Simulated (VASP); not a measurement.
Input of a VASP 6.6.1 run:

The input INCAR:

```
SYSTEM = HWCl6
ALGO = Normal
EDIFF = 1E-7
ENCUT = 520
GGA = PE
ISIF = 2
ISMEAR = 0
LASPH = .True.
LCHARG = .False.
LREAL = .False.
LWAVE = .False.
NBANDS = 38
NELM = 100
PREC = Accurate
SIGMA = 0.15
```

Contents of KPOINTS:

```
k-points
0
Gamma
  3 3 3
  0 0 0
```

File POSCAR:

```
HWCl6
1.0
    2.2996769110      1.3277190817      9.7641830596
   -2.2996769110      1.3277190817      9.7641830596
    0.0000000000     -2.6554381692      9.7641830588
H W Cl
1 1 6
Direct
    0.5000000000      0.5000000000      0.5000000000
    0.0000000000      0.0000000000      0.0000000000
    0.6720501821      0.6720501821      0.6720501821
    0.0757795442      0.0757795442      0.0757795442
    0.9242204558      0.9242204558      0.9242204558
    0.3279498179      0.3279498179      0.3279498179
    0.2004572344      0.2004572344      0.2004572344
    0.7995427656      0.7995427656      0.7995427656
```

Potentials or basis: VASP PAW PBE potentials, release 64 (H, W_sv, Cl).

Command:

```sh
$ cat potpaw_PBE.64/H/POTCAR potpaw_PBE.64/W_sv/POTCAR potpaw_PBE.64/Cl/POTCAR > POTCAR
$ mpirun -np 1 vasp_std > vasp.out
```

(1) What does it give for the largest force?

(2) Estimate the band gap on the k mesh.

(3) What does it give for the pressure?

Answers

(1) 0.009 eV/Å.

(2) zero (an odd number of electrons rules out a gap without spin polarisation).

(3) 0.0 GPa.

Caveat: the k points lie up to 0.53 Å⁻¹ apart, too coarse for converged energies and pressures of a metal; spin-orbit coupling is left out, which moves the levels of the heavy elements; an odd number of electrons without spin polarisation forces a metal; a magnetic or distorted state may lie lower.
